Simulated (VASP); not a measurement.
Here is a VASP 6.6.1 calculation.

Contents of POSCAR:

```
LiF
1.0
    3.9000811931      0.0000000000      0.0000000000
    0.0000000000      3.9000811931      0.0000000000
    0.0000000000      0.0000000000      3.9000811931
Li F
4 4
Direct
    0.0000000000      0.0000000000      0.0000000000
    0.5000000000      0.5000000000      0.0000000000
    0.5000000000      0.0000000000      0.5000000000
    0.0000000000      0.5000000000      0.5000000000
    0.5000000000      0.5000000000      0.5000000000
    1.0000000000      1.0000000000      0.5000000000
    1.0000000000      0.5000000000      1.0000000000
    0.5000000000      1.0000000000      1.0000000000
```

The input INCAR.step1:

```
SYSTEM = LiF
  PREC = Accurate
  ENCUT = 650
  EDIFF = 1E-5
  ISMEAR = 0
  SIGMA = 0.01
  LREAL = .False.
  LASPH = .True.
  NELM = 120
  ALGO = Normal
  ISIF = 2
  LWAVE = .True.
  NBANDS = 30
  GGA = PE
  GGA_COMPAT = .False.
```

The input INCAR.step2:

```
SYSTEM = LiF
  PREC = Accurate
  ENCUT = 650
  EDIFF = 1E-6
  ISMEAR = 0
  SIGMA = 0.01
  LREAL = .False.
  LASPH = .True.
  NELM = 120
  ALGO = Normal
  ISIF = 2
  LWAVE = .False.
  LCHARG = .True.
  GGA = PE
  LHFCALC = .True.
  AEXX = 1.0
  ALDAC = 0.0
  AGGAC = 0.0
  PRECFOCK = Normal
  LELF = .True.
  LVHAR = .True.
  NBANDS = 30
  ISTART = 1
  GGA_COMPAT = .False.
```

Contents of KPOINTS:

```
regular mesh
0
Gamma
  1 1 1
  0 0 0
```

Potentials or basis: VASP PAW PBE potentials, release 64 (Li_sv, F).

Run with:

```console
$ cat potpaw_PBE.64/Li_sv/POTCAR potpaw_PBE.64/F/POTCAR > POTCAR
$ cp INCAR.step1 INCAR
$ mpirun -np 1 vasp_gam > vasp.out
$ cp INCAR.step2 INCAR
$ mpirun -np 1 vasp_gam > vasp.out
```

Q: Predict the pressure.

A: -17.7 GPa.

Q: Estimate the band gap on the k mesh.

A: 24.11 eV.

Caveat: the k points lie up to 1.61 Å⁻¹ apart; the PAW data sets were made with another functional, which shifts forces and pressure a little. A k mesh can miss the band edges.
